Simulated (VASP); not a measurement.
# Os (P2_1/m) in VASP: single point with PBEsol

Aim: the single point of Os with PBEsol.

Everything below comes from runs of VASP 6.6.1. Logs are shortened: lines on timing, memory, paths and dates and some standing lists are left out, and cuts for length are marked.

### 1 The cell of the first run

It takes space group P2_1/m (No. 11, monoclinic). Conventional cell: a = 2.734 Å, b = 4.320 Å, c = 2.734 Å, α = 90.00°, β = 120.00°, γ = 90.00°. Os (site symmetry m) has 12 Os at 2.52 to 2.81 Å within 3.3 Å.

### 2 Single point, PBEsol (atom 1 (Os) moved by (-0.300, +0.000) A along [1 1 0] and z)

INCAR

```
PREC = Accurate
ENCUT = 520
EDIFF = 1E-7
ISMEAR = 0
SIGMA = 0.15
LREAL = False
LASPH = True
NELM = 60
ALGO = Fast
ISIF = 2
LWAVE = False
LCHARG = True
GGA = PS
LELF = True
LVHAR = True
NBANDS = 15
```

KPOINTS

```
regular mesh
0
Gamma
  18 18 12
```

POSCAR

```
Os
1.0
    2.7340999755      0.0000000000      0.0000000000
   -1.3670499878      2.3678000353      0.0000000000
    0.0000000000      0.0000000000      4.3197000000
Os
2
Direct
    0.2109506390      0.5770763165      0.2500000000
    0.6666666667      0.3333333333      0.7500000000
```

Potentials or basis: VASP PAW PBE potentials, release 64 (Os).

On the command line:

```
$ cat potpaw_PBE.64/Os/POTCAR > POTCAR
$ mpirun -np 1 vasp_std > vasp.out
```

OUTCAR:

```text
PREC = Accurate
   ENCUT = 520
   EDIFF = 1E-7
   ISMEAR = 0
   LREAL = False
   LASPH = True
   NELM = 60
   ISIF = 2
   GGA = PS

 ion  position               nearest neighbor table
   1  0.211  0.577  0.250-   2 2.52   2 2.52   2 2.74   2 2.74   2 2.81   2 2.81
   2  0.667  0.333  0.750-   1 2.52   1 2.52   1 2.74   1 2.74   1 2.81   1 2.81

  LATTYP: Found a hexagonal cell.
 ALAT       =     2.7340999755
 C/A-ratio  =     1.5799349105

  Lattice vectors:

 A1 = (   2.7340999755,   0.0000000000,   0.0000000000)
 A2 = (  -1.3670499878,   2.3678000353,   0.0000000000)
 A3 = (   0.0000000000,   0.0000000000,   4.3197000000)

Analysis of symmetry for initial positions (statically):
=====================================================================
 Subroutine PRICEL returns:
 Original cell was already a primitive cell.

 Routine SETGRP: Setting up the symmetry group for a
 hexagonal supercell.

 Subroutine GETGRP returns: Found  4 space group operations
 (whereof  1 operations were pure point group operations)
 out of a pool of 24 trial point group operations.

The static configuration has the point symmetry C_1 .
 The point group associated with its full space group is C_2h.

Analysis of symmetry for dynamics (positions and initial velocities):
=====================================================================
 Subroutine PRICEL returns:
 Original cell was already a primitive cell.

 Routine SETGRP: Setting up the symmetry group for a
 hexagonal supercell.

 Subroutine GETGRP returns: Found  4 space group operations
 (whereof  1 operations were pure point group operations)
 out of a pool of 24 trial point group operations.

The dynamic configuration has the point symmetry C_1 .
 The point group associated with its full space group is C_2h.

 Subroutine INISYM returns: Found  4 space group operations
 (whereof  1 operations are pure point group operations),
 and found     1 'primitive' translations

----------------------------------------------------------------------------------------

                                     Primitive cell

  volume of cell :      27.9649

  direct lattice vectors                    reciprocal lattice vectors
     2.734099975  0.000000000  0.000000000     0.365751073  0.211166481  0.000000000
    -1.367049988  2.367800035  0.000000000     0.000000000  0.422332961  0.000000000
     0.000000000  0.000000000  4.319700000     0.000000000  0.000000000  0.231497558

  length of vectors
     2.734099975  2.734099976  4.319700000     0.422332961  0.422332961  0.231497558

  position of ions in fractional coordinates (direct lattice)
     0.210950639  0.577076316  0.250000000
     0.666666667  0.333333333  0.750000000

  ion indices of the primitive-cell ions
   primitive index   ion index
                 1           1
                 2           2

----------------------------------------------------------------------------------------

 KPOINTS: regular mesh

Automatic generation of k-mesh.
 Grid dimensions read from file:
 generate k-points for:   18   18   12

 Generating k-lattice:

  Cartesian coordinates                     Fractional coordinates (reciprocal lattice)
     0.020319504  0.011731471  0.000000000     0.055555556  0.000000000  0.000000000
     0.000000000  0.023462942  0.000000000     0.000000000  0.055555556  0.000000000
     0.000000000  0.000000000  0.019291463     0.000000000  0.000000000  0.083333333

  Length of vectors
     0.023462942  0.023462942  0.019291463

  Shift w.r.t. Gamma in fractional coordinates (k-lattice)
     0.000000000  0.000000000  0.000000000

 Subroutine IBZKPT returns following result:
 ===========================================

 Found   1148 irreducible k-points:

 Following reciprocal coordinates:
            Coordinates               Weight
  0.000000  0.000000  0.000000      1.000000
  0.055556  0.000000  0.000000      2.000000
  0.000000  0.055556  0.000000      2.000000
 -0.055556  0.055556  0.000000      2.000000
  0.111111  0.000000  0.000000      2.000000
  0.000000  0.111111  0.000000      2.000000
[... 16 lines left out ...]
  0.444444  0.000000  0.000000      2.000000
  0.000000  0.444444  0.000000      2.000000
 [... further k-points ...]
   k-points           NKPTS =   1148   k-points in BZ     NKDIM =   1148   number of bands    NBANDS=     15
   number of dos      NEDOS =    301   number of ions     NIONS =      2
   total plane-waves  NPLWV =  12800
   dimension x,y,z NGX =    20 NGY =   20 NGZ =   32
   dimension x,y,z NGXF=    40 NGYF=   40 NGZF=   64
   ions per type =               2
   NGX,Y,Z   is equivalent  to a cutoff of  12.16, 12.16, 12.32 a.u.
   NGXF,Y,Z  is equivalent  to a cutoff of  24.32, 24.32, 24.63 a.u.
 SYSTEM =  unknown system
   PREC   = accura    normal or accurate (medium, high low for compatibility)
   ISTART =      0    job   : 0-new  1-cont  2-samecut
   ICHARG =      2    charge: 1-file 2-atom 10-const
   ISPIN  =      1    spin polarized calculation?
   LNONCOLLINEAR =      F non collinear calculations
   LSORBIT =      F    spin-orbit coupling
   LASPH  =      T    aspherical Exc in radial PAW
   ENCUT  =  520.0 eV  38.22 Ry    6.18 a.u.   5.08  5.08  8.03*2*pi/ulx,y,z
   NELM   =     60;   NELMIN=  2; NELMDL= -5     # of ELM steps
   EDIFF  = 0.1E-06   stopping-criterion for ELM
   LREAL  =      F    real-space projection
   EDIFFG = 0.1E-05   stopping-criterion for IOM
   NSW    =      0    number of steps for IOM
   IBRION =     -1    ionic relax: 0-MD 1-quasi-New 2-CG
   NFREE  =      0    steps in history (QN), initial steepest desc. (CG)
   ISIF   =      2    stress and relaxation
   ISYM   =      2    0-nonsym 1-usesym 2-fastsym
   POTIM  = 0.5000    time-step for ionic-motion
   TEBEG  =    0.0;   TEEND  =   0.0 temperature during run
   PSTRESS=    0.0 pullay stress
   NELECT =      16.0000    total number of electrons
   NUPDOWN=      -1.0000    fix difference up-down
   EMIN   =  10.00;   EMAX   =-10.00  energy-range for DOS
   EFERMI =   0.00;   METHOD = LEGACY
   ISMEAR =     0;   SIGMA  =   0.15  broadening in eV -4-tet -1-fermi 0-gaus
   EFERMI_NEDOS =   21; number of points for ismear=-14 and -15
   IALGO  =     68    algorithm
   IMIX   =      4    mixing-type and parameters
     AMIX     =   0.40;   BMIX     =  1.00
     AMIX_MAG =   1.60;   BMIX_MAG =  1.00
  volume/ion in A,a.u.               =      13.98        94.36
  Fermi-wavevector in a.u.,A,eV,Ry     =   1.359076  2.568282 25.131162  1.847088
  Thomas-Fermi vector in A             =   2.485855
   LORBIT       =      0    0 simple, 1 ext, 2 COOP (PROOUT), +10 PAW based schemes
   GGA     = PS    functional components
   LHFCALC =     F    Hartree Fock is set to
   AEXX    =    0.0000 exact exchange contribution
   IVDW    =     0    specifies the selected vdW correction
   LEPSILON=     F    determine dielectric tensor
   LRPA    =     F    only Hartree local field effects (RPA)
 non-spin polarized calculation
 RMM-DIIS sequential band-by-band and
 Gauss-broadening in eV      SIGMA  =   0.15
  energy-cutoff  :      520.00
  volume of cell :       27.96
 maximum number of plane-waves:       770
   NGX = 11   NGY = 11   NGZ = 17

 number of electron      15.9999999 magnetization

 Free energy of the ion-electron system (eV)
  ---------------------------------------------------
  ext. energy  EPLUGINS =         0.00000000
  ---------------------------------------------------
  free energy    TOTEN  =       -24.09083523 eV

  energy without entropy =      -24.07515943  energy(sigma->0) =      -24.08299733

 E-fermi :   9.3911     XC(G=0): -14.1450

 val. band max:        9.3889492113   @ k =  -0.2778   0.3889  -0.3333
 cond. band min:       9.3917446658   @ k =   0.1111   0.1667  -0.1667
 fundamental gap:      0.0027954545
 Fermi energy:         9.3911263233

 k-point     1 :       0.0000    0.0000    0.0000
  band No.  band energies     occupation
      1      -1.6725      2.00000
      2       1.5437      2.00000
      3       5.8002      2.00000
      4       6.1643      2.00000
      5       6.5518      2.00000
      6       6.8339      2.00000
      7       7.0297      2.00000
      8       7.7654      2.00000
      9       8.9918      1.99983
     10       9.3416      1.35931
     11       9.6682      0.00899
     12      11.9298      0.00000
     13      18.5974      0.00000
     14      23.2472      0.00000
     15      26.1446      0.00000

 k-point     2 :       0.0556    0.0000    0.0000
  band No.  band energies     occupation
      1      -1.5450      2.00000
      2       1.6682      2.00000
      3       5.6318      2.00000
      4       6.2381      2.00000
      5       6.6472      2.00000
      6       6.9405      2.00000
      7       6.9425      2.00000
      8       7.7450      2.00000
      9       8.6609      2.00000
     10       8.8675      2.00000
     11       9.9736      0.00000
     12      12.5200      0.00000
     13      18.5677      0.00000
     14      23.4699      0.00000
     15      26.3586      0.00000

 k-point     3 :       0.0000    0.0556    0.0000
  band No.  band energies     occupation
      1      -1.5486      2.00000
      2       1.6472      2.00000
      3       5.7315      2.00000
      4       6.2830      2.00000
      5       6.5480      2.00000
      6       6.8420      2.00000
      7       6.9455      2.00000
      8       7.8181      2.00000
      9       8.2029      2.00000
     10       9.0148      1.99961
     11      10.7100      0.00000
     12      12.0753      0.00000
     13      18.5883      0.00000
     14      23.5264      0.00000
     15      26.2607      0.00000
[... 343 lines left out ...]
 k-point    23 :       0.4444    0.0000    0.0000
  band No.  band energies     occupation
      1       2.1851      2.00000
      2       2.8716      2.00000
      3       3.7831      2.00000
      4       5.4022      2.00000
      5       5.4475      2.00000
      6       6.0551      2.00000
      7       7.1441      2.00000
      8      10.9556      0.00000
      9      11.7820      0.00000
     10      11.8999      0.00000
     11      12.6824      0.00000
     12      16.2087      0.00000
     13      18.7609      0.00000
     14      21.4705      0.00000
     15      22.0722      0.00000

 k-point    24 :       0.0000    0.4444    0.0000
  band No.  band energies     occupation
      1       1.7859      2.00000
      2       2.1671      2.00000
      3       2.4618      2.00000
      4       5.7701      2.00000
      5       6.6860      2.00000
      6       7.2665      2.00000
      7       7.9029      2.00000
      8      11.2350      0.00000
      9      11.5829      0.00000
     10      11.7270      0.00000
     11      12.3434      0.00000
     12      16.4729      0.00000
     13      17.7579      0.00000
     14      19.2801      0.00000
     15      21.9642      0.00000

 [... further k-points ...]
[... 5 lines left out ...]
  --------------------------------------------------------------------------------------
  -------------------------------------------------------------------------------------
  Total        0.6043599     -0.6981962      2.0800021      0.5211143      0.0000000      0.0000000
  in kB       34.6252731    -40.0013885    119.1684676     29.8559272      0.0000000      0.0000000
  external PRESSURE =      37.9307841 kB  Pullay stress =       0.0000000 kB

 VOLUME and BASIS-vectors are now :
 -----------------------------------------------------------------------------
  energy-cutoff  :      520.00
  volume of cell :       27.96
      direct lattice vectors                 reciprocal lattice vectors
     2.734099975  0.000000000  0.000000000     0.365751073  0.211166481  0.000000000
    -1.367049988  2.367800035  0.000000000     0.000000000  0.422332961  0.000000000
     0.000000000  0.000000000  4.319700000     0.000000000  0.000000000  0.231497558

 POSITION                                       TOTAL-FORCE (eV/Angst)
 -----------------------------------------------------------------------------------
     -0.21213      1.36640      1.07993         1.646237      1.947025      0.000000
      1.36705      0.78927      3.23977        -1.646237     -1.947025     -0.000000
 -----------------------------------------------------------------------------------
    total drift:                                0.000001     -0.000000      0.000000

  FREE ENERGIE OF THE ION-ELECTRON SYSTEM (eV)
  ---------------------------------------------------
  free  energy   TOTEN  =       -24.0908352329 eV

  energy  without entropy=      -24.0751594327  energy(sigma->0) =      -24.08299733
```

It took 7 min on 1 thread of Oxide Virtual Turin-like, shared host; peak memory 0.46 GiB.

What came out:

```
Free energy            : -24.0908 eV
Pressure               : 3.8 GPa
Largest force          : 2.550 eV/Å
Band gap on the k mesh : zero (band 8 reaches 11.61 eV, above the bottom of band 9 at 7.70 eV)
```

Forces on the atoms (eV/Å):
```
Os   1.646  1.947  0.000
Os  -1.646 -1.947  0.000
```

Caveat: the cell differs from its parent crystal (atom 1 (Os) moved by (-0.300, +0.000) A along [1 1 0] and z); the PAW data sets were made with another functional, which shifts forces and pressure a little; spin-orbit coupling is left out, which moves the levels of the heavy elements.
